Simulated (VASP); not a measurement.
Ca3Pb:

```
Ca Pb
1.0
     5.43000    0.00000    0.00000
     0.00000    5.43000    0.00000
     0.00000    0.00000    5.43000
Ca Pb
3 1
Direct
  0.00000 0.00000 0.00000
  0.00000 0.50000 0.50000
  0.50000 0.00000 0.50000
  0.50000 0.50000 0.00000
```

- Program: VASP 6.6.1
- Task: relaxation of volume and atoms at fixed shape
- Functional: PBEsol
- Potentials or basis: VASP PAW PBE potentials, release 64 (Ca_sv, Pb_d)
- Cutoff: 600 eV
- k mesh: 4 × 4 × 4
- Occupations: methfessel-paxton, width 0.05 eV
- Spin: no spin polarisation

At the start: pressure -4.5 GPa; volume 40.03 Å³/atom.

Question: Where does the relaxation end?

Answer: Over 4 steps the energy falls by 156.0 meV/atom and the volume is 31.07 Å³/atom (-22.4 %); space group Pm-3m (No. 221, to 0.05 Å).

Step by step:
```csv
step,energy change (eV),largest force (eV/Å),pressure (GPa),volume (Å³)
1,0.0000,0.0000,-4.53,160.10
2,-0.5464,0.0000,-2.12,135.27
3,-0.6229,0.0000,-0.27,125.58
4,-0.6241,0.0000,0.01,124.29
```

Final structure:
```yaml
crystal:
  lattice:
    - [4.99049, 0.00000, 0.00000]
    - [0.00000, 4.99049, 0.00000]
    - [0.00000, 0.00000, 4.99049]
  atoms:
    - { symbol: Ca, position: [0.00000, 0.00000, 0.00000] }
    - { symbol: Ca, position: [0.00000, 0.50000, 0.50000] }
    - { symbol: Ca, position: [0.50000, 0.00000, 0.50000] }
    - { symbol: Pb, position: [0.50000, 0.50000, 0.00000] }
```

Caveat: the volume moved by over 15 % at a fixed basis, so the end points are rough; the PAW data sets were made with another functional, which shifts forces and pressure a little.
